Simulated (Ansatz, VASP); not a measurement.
**One calculation of RuW19, two programs**

```
W Ru
1.0
     5.51436    0.00000    0.00000
    -1.83812    5.19899    0.00000
     0.00000    0.00000   21.00486
W Ru
19 1
Direct
  0.00000 0.00000 0.28960
  0.00000 0.50000 0.28990
  0.50000 0.00000 0.28990
  0.50000 0.50000 0.28980
  0.24968 0.24968 0.39262
  0.24994 0.75006 0.39255
  0.75006 0.24994 0.39255
  0.75032 0.75032 0.39262
  0.50000 0.50000 0.49987
  0.50000 0.00000 0.50034
  0.00000 0.50000 0.50034
  0.00000 0.00000 0.50033
  0.74711 0.74711 0.60749
  0.75160 0.24840 0.60822
  0.24840 0.75160 0.60822
  0.25289 0.25289 0.60749
  0.00000 0.50000 0.71136
  0.50000 0.00000 0.71136
  0.50000 0.50000 0.70902
  0.00000 0.00000 0.70646
```

Alike in both runs: functional PBE; k mesh 5 × 5 × 1; occupations methfessel-paxton of order 1, width 0.1 eV; no spin polarisation.

Ansatz relaxed the structure, and its values are those at the end. VASP's run is a single point on that final structure, the one shown.

|  | VASP | Ansatz |
| --- | --- | --- |
| version | VASP 6.6.1 | Ansatz 0.2.0 |
| potentials or method | VASP PAW PBE potentials, release 64 (W_sv, Ru_pv), cutoff 400 eV | scalar-relativistic, plane waves, PAW |
| valence electrons in the cell | 280 | 282 |

|  | VASP | Ansatz | Ansatz less VASP |
| --- | --- | --- | --- |
| gap on the k mesh at the Fermi level (eV) | none | none | - |
| rms of the force components (eV/Å) | 0.011 | 0.004 | -0.0077 |

A gap of «none» marks a metal or a gap that the smearing closes. VASP's potentials hold 280 valence electrons a cell and Ansatz's 282, so a difference there can come from the potentials and not from the codes. Ansatz's warnings: vacuum density over bound.

Spin-orbit coupling is off throughout.
